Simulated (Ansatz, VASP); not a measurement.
# GaP: VASP beside Ansatz

The input INCAR:

```
SYSTEM = GaP
PREC     = Accurate       ! precision mode
ENCUT    = 520            ! plane-wave cutoff, eV
EDIFF    = 1E-7           ! SCF threshold, eV
ISMEAR   = 0              ! smearing method
SIGMA    = 0.05           ! smearing width, eV
LREAL    = .False.        ! projectors in reciprocal space
LASPH    = .True.         ! aspherical terms in the spheres
NELM     = 80             ! most SCF steps
ALGO     = Normal         ! electronic algorithm
ISIF     = 2              ! what is computed and relaxed
LWAVE    = .False.        ! write WAVECAR
LCHARG   = .False.        ! write CHGCAR
NBANDS   = 26             ! bands
```

The input KPOINTS:

```
regular mesh
0
Gamma
  9 9 9
  0 0 0
```

File POSCAR:

```
GaP
1.0
    1.9794155214      1.1428160841      5.4795500075
   -1.9794155214      1.1428160841      5.4795500075
    0.0000000000     -2.2856321683      5.4795500075
Ga P
2 2
Direct
    0.4359784395      0.4359784395      0.4359784395
    0.5640215605      0.5640215605      0.5640215605
    0.0580350955      0.0580350955      0.0580350955
    0.9419649045      0.9419649045      0.9419649045
```

Input for Ansatz:

```yaml
crystal:
  lattice:
    - [1.9794155214, 1.1428160841, 5.4795500075]
    - [-1.9794155214, 1.1428160841, 5.4795500075]
    - [0.0, -2.2856321683, 5.4795500075]
  atoms:
    - { symbol: Ga, position: [0.4359784395, 0.4359784395, 0.4359784395] }
    - { symbol: Ga, position: [0.5640215605, 0.5640215605, 0.5640215605] }
    - { symbol: P, position: [0.0580350955, 0.0580350955, 0.0580350955] }
    - { symbol: P, position: [0.9419649045, 0.9419649045, 0.9419649045] }
basis:
  ecutwfc: 420
kpoints:
  mp_grid: { grid: [9, 9, 9] }
hamiltonian:
  xc: lda
  pseudopotentials: { kind: paw, azcp: { folder: soft_1 } }
scf:
  occupations: { method: gaussian, width: 0.05 }
output:
  forces: true
  stress: true
  eigenvalues: true
```

Alike in both runs: task single point; functional LDA; k mesh 9 × 9 × 9; occupations gaussian, width 0.05 eV; no spin polarisation.

|  | VASP | Ansatz |
| --- | --- | --- |
| version | VASP 6.6.1 | Ansatz 0.2.0 |
| potentials or method | VASP PAW LDA potentials, release 64 (Ga_d, P), cutoff 520 eV | scalar-relativistic, plane waves, PAW |
| valence electrons in the cell | 36 | 36 |

```tsv
	VASP	Ansatz	Ansatz less VASP
gap on the k mesh at the Fermi level (eV)	none	none	-
pressure (GPa)	13.2	13.1	-0.04
traceless stress, the component that is largest in VASP (GPa)	38.22	38.35	+0.131
rms of the force components (eV/Å)	2.526	2.563	+0.0369
```

Ansatz warns that its potentials were made for another functional, while VASP's fit it. LDA's correlation is that of Perdew and Zunger in VASP and of Perdew and Wang (1992) in Ansatz. Atom by atom the forces differ by 0.064 eV/Å (rms over components). A gap of «none» marks a metal or a gap that the smearing closes.
